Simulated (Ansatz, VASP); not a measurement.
SiO2 in VASP and in Ansatz

File INCAR:

```
  PREC = Accurate
  ENCUT = 520
  EDIFF = 1E-6
  ISMEAR = 0
  SIGMA = 0.05
  LREAL = False
  LASPH = True
  NELM = 80
  ALGO = Normal
  ISIF = 2
  LWAVE = False
  LCHARG = False
  NBANDS = 25
```

The input KPOINTS:

```
regular mesh
0
Gamma
  6 6 10
```

File POSCAR:

```
SiO2
1.0
    3.9219278326      0.0000000000      0.0000000000
    0.0000000000      3.9219278326      0.0000000000
    0.0000000000      0.0000000000      2.6049444664
Si O
2 4
Direct
    0.5000000000      0.5000000000      0.5000000000
    0.0000000000      0.0000000000      0.0000000000
    0.6944252994      0.6944252994      0.0000000000
    0.1944252994      0.8055747006      0.5000000000
    0.3055747006      0.3055747006      0.0000000000
    0.8055747006      0.1944252994      0.5000000000
```

Input for Ansatz:

```yaml
crystal:
  lattice:
    - [3.9219278326, 0.0, 0.0]
    - [0.0, 3.9219278326, 0.0]
    - [0.0, 0.0, 2.6049444664]
  atoms:
    - { symbol: Si, position: [0.5, 0.5, 0.5] }
    - { symbol: Si, position: [0.0, 0.0, 0.0] }
    - { symbol: O, position: [0.6944252994, 0.6944252994, 0.0] }
    - { symbol: O, position: [0.1944252994, 0.8055747006, 0.5] }
    - { symbol: O, position: [0.3055747006, 0.3055747006, 0.0] }
    - { symbol: O, position: [0.8055747006, 0.1944252994, 0.5] }
basis:
  ecutwfc: 520.0
kpoints:
  mp_grid: { grid: [6, 6, 10] }
hamiltonian:
  xc: lda
  pseudopotentials: { kind: paw, azcp: { folder: soft_1 } }
scf:
  occupations: { method: gaussian, width: 0.05 }
output:
  forces: true
  stress: true
  eigenvalues: true
```

Alike in both runs: task single point; functional LDA; k mesh 6 × 6 × 10; occupations gaussian, width 0.05 eV; no spin polarisation.

|  | VASP | Ansatz |
| --- | --- | --- |
| version | VASP 6.6.1 | Ansatz 0.2.0 |
| potentials or method | VASP PAW LDA potentials, release 64 (Si, O), cutoff 520 eV | scalar-relativistic, plane waves, PAW |
| valence electrons in the cell | 32 | 32 |

Ansatz gave:

- gap on the k mesh at the Fermi level (eV): 6.35
- least direct gap on the mesh (eV): 6.35
- rms of the force components (eV/Å): 0.469

Question: Which values does VASP return?

Answer: gap on the k mesh at the Fermi level (eV): 6.29; least direct gap on the mesh (eV): 6.29; rms of the force components (eV/Å): 0.481.

Ansatz warns that its potentials were made for another functional, while VASP's fit it. LDA's correlation is that of Perdew and Zunger in VASP and of Perdew and Wang (1992) in Ansatz. Atom by atom the forces differ by 0.012 eV/Å (rms over components).
